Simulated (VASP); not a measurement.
A run of VASP 6.6.1 is set up as follows.

INCAR

```
  PREC = Accurate
  ENCUT = 520
  EDIFF = 1E-6
  ISMEAR = 0
  SIGMA = 0.15
  LREAL = F
  LASPH = T
  NELM = 80
  ALGO = Normal
  ISIF = 2
  LWAVE = F
  LCHARG = T
  GGA = PS
  LELF = T
  LVHAR = T
  NBANDS = 15
```

KPOINTS

```
Automatic mesh
0
Gamma
  24 24 18
```

Contents of POSCAR:

```
TaN
1.0
    2.9782504199      0.0000000000      0.0000000000
   -1.4891252100      2.5792405225      0.0000000000
    0.0000000000      0.0000000000      2.8055981365
Ta N
1 1
Direct
    0.3333333333      0.6666666667      0.5000000000
    0.0000000000      0.0000000000      0.0000000000
```

Potentials or basis: VASP PAW PBE potentials, release 64 (Ta_pv, N).

The run is started by

```console
$ cat potpaw_PBE.64/Ta_pv/POTCAR potpaw_PBE.64/N/POTCAR > POTCAR
$ mpirun -np 1 vasp_std > vasp.out
```

Problem. Estimate the band gap on the k mesh.

Solution. Zero (bands 8 and 9 overlap by 0.49 eV).

Problem. Predict the pressure.

Solution. -2.6 GPa.

Stress tensor (GPa, compression positive):
```
-11.37   0.00   0.00
  0.00 -11.37   0.00
  0.00   0.00  15.06
```

Caveat: the PAW data sets were made with another functional, which shifts forces and pressure a little; spin-orbit coupling is left out, which moves the levels of the heavy elements.
